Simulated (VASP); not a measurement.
Wanted: the native input for a VASP 6.6.1 run.

* Task: single point
* Functional: r2SCAN
* Potentials or basis: VASP PAW PBE potentials, release 64 (Sr_sv, Cl)
* Cutoff: 520 eV
* k mesh: 6 × 6 × 6
* Occupations: gaussian, width 0.05 eV
* Spin: no spin polarisation
* Dipole correction: no
* Further INCAR settings: ALGO = Normal; EDIFF = 1e-07; NBANDS = 19

Crystal: SrCl2.

```
Sr Cl
1.0
     0.00000    3.38094    3.48550
     3.59007    0.00000    3.48550
     3.59007    3.38094    0.00000
Sr Cl
1 2
Cartesian
  0.0000 0.0000 0.0000
  1.7950 1.6905 1.7428
  5.3851 5.0714 5.2283
```

This cell differs from its parent crystal: strain +0.0300 x Voigt [1, -1, 0, 0, 0, 0].

The input as run:

POSCAR

```
SrCl2
1.0
    0.0000000000      3.3809350000      3.4855000000
    3.5900650000      0.0000000000      3.4855000000
    3.5900650000      3.3809350000      0.0000000000
Sr Cl
1 2
Direct
    0.0000000000      0.0000000000      0.0000000000
    0.2500000000      0.2500000000      0.2500000000
    0.7500000000      0.7500000000      0.7500000000
```

INCAR.step1

```
PREC     = Accurate       # precision mode
ENCUT    = 520            # plane-wave cutoff, eV
ISMEAR   = 0              # smearing method
SIGMA    = 0.05           # smearing width, eV
LREAL    = False          # projectors in reciprocal space
LASPH    = True           # aspherical terms in the spheres
NELM     = 80             # most SCF steps
NBANDS   = 19             # bands
GGA      = PE             # functional
ALGO     = Normal         # electronic algorithm
EDIFF    = 1E-4           # SCF threshold, eV
LWAVE    = True           # write WAVECAR
LCHARG   = False          # write CHGCAR
```

INCAR.step2

```
PREC     = Accurate       # precision mode
ENCUT    = 520            # plane-wave cutoff, eV
EDIFF    = 1E-7           # SCF threshold, eV
ISMEAR   = 0              # smearing method
SIGMA    = 0.05           # smearing width, eV
LREAL    = False          # projectors in reciprocal space
LASPH    = True           # aspherical terms in the spheres
NELM     = 80             # most SCF steps
ALGO     = Normal         # electronic algorithm
ISIF     = 2              # what is computed and relaxed
LWAVE    = False          # write WAVECAR
LCHARG   = False          # write CHGCAR
METAGGA  = R2SCAN         # meta-GGA
LMIXTAU  = True         
NBANDS   = 19             # bands
ISTART   = 1
```

KPOINTS

```
regular mesh
0
Gamma
  6 6 6
```

Potentials or basis: VASP PAW PBE potentials, release 64 (Sr_sv, Cl).

The run is started by

```console
$ cat potpaw_PBE.64/Sr_sv/POTCAR potpaw_PBE.64/Cl/POTCAR > POTCAR
$ cp INCAR.step1 INCAR
$ mpirun -np 1 vasp_std > vasp.out
$ cp INCAR.step2 INCAR
$ mpirun -np 1 vasp_std > vasp.out
```

It gave:

- Pressure: 0.5 GPa
- Band gap on the k mesh: 5.66 eV (least direct gap 5.76 eV)

Caveat: the cell differs from its parent crystal (strain +0.0300 x Voigt [1, -1, 0, 0, 0, 0]); the PAW data sets were made with another functional, which shifts forces and pressure a little.

Wall time 2.8 min on 1 thread of Intel(R) Xeon(R) 6975P-C (Granite Rapids), on a shared host, peak memory 0.28 GiB.
